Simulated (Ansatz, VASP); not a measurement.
Two plane-wave programs on Be

```
CELL_PARAMETERS angstrom
2.02010 0.00000 0.00000
0.00000 2.02010 0.00000
0.00000 0.00000 2.66802
ATOMIC_POSITIONS crystal
Be 0.50000 0.50000 0.00000
```

Alike in both runs: functional PBE; k mesh 28 × 28 × 20; occupations gaussian, width 0.1 eV; no spin polarisation.

Ansatz relaxed the structure, and its values are those at the end. VASP's run is a single point on that final structure, the one shown.

|  | VASP | Ansatz |
| --- | --- | --- |
| version | VASP 6.6.1 | Ansatz 0.2.0 |
| potentials or method | VASP PAW PBE potentials, release 64 (Be), cutoff 520 eV | scalar-relativistic, plane waves, PAW |
| valence electrons in the cell | 2 | 2 |

```tsv
	VASP	Ansatz	Ansatz less VASP
gap on the k mesh at the Fermi level (eV)	none	none	-
pressure (GPa)	0.1	0.0	-0.09
```

A gap of «none» marks a metal or a gap that the smearing closes.
